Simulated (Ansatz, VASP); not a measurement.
# One calculation of Si, two programs

```
Si
1.0
     0.00000    1.98086    1.98086
     1.98086    0.00000    1.98086
     1.98086    1.98086    0.00000
Si
1
Direct
  0.00000 0.00000 0.00000
```

Alike in both runs: task single point; functional LDA; k mesh 16 × 16 × 16; occupations fermi-dirac, width 0.1 eV; no spin polarisation.

|  | VASP | Ansatz |
| --- | --- | --- |
| version | VASP 6.6.1 | Ansatz 0.2.0 |
| potentials or method | VASP PAW LDA potentials, release 64 (Si), cutoff 520 eV | plane waves (420 eV) with PAW, scalar-relativistic |
| valence electrons in the cell | 4 | 4 |

|  | VASP | Ansatz | Ansatz less VASP |
| --- | --- | --- | --- |
| pressure (GPa) | -8.0 | -8.0 | -0.02 |

Ansatz warns that its potentials were made for another functional, while VASP's fit it. LDA's correlation is that of Perdew and Zunger in VASP and of Perdew and Wang (1992) in Ansatz.
